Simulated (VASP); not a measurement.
MgO: single point with PBEsol

MgO:

```
Mg O
1.0
     0.00000    2.06776    2.06776
     2.06776    0.00000    2.06776
     2.06776    2.06776    0.00000
Mg O
1 1
Direct
  0.00000 0.00000 0.00000
  0.50000 0.50000 0.50000
```

```
Program                : VASP 6.6.1
Task                   : single point
Functional             : PBEsol
Potentials or basis    : VASP PAW PBE potentials, release 64 (Mg, O)
Cutoff                 : 520 eV
k mesh                 : 11 × 11 × 11
Occupations            : fermi-dirac, width 0.05 eV
Spin                   : no spin polarisation
Dipole correction      : no
Further INCAR settings : ALGO = Normal; EDIFF = 1e-06; NBANDS = 11
```

```yaml
Pressure: 9.6 GPa
Band_gap_on_the_k_mesh: 5.18 eV, direct
```

Levels at points of the mesh, in eV from the valence-band top:
```
           k point  band 1  band 2  band 3  band 4  band 5  band 6  band 7  band 8  band 9
(0.00, 0.00, 0.00)  -17.50    0.00    0.00    0.00    5.18   15.94   15.94   15.94   19.93
```

It took 5.4 s on 1 thread of Intel Xeon 6975P-C (shared host), peak memory 0.14 GiB.

Caveat: the PAW data sets were made with another functional, which shifts forces and pressure a little. PBEsol gaps usually lie below the measured ones, often by a third to a half.
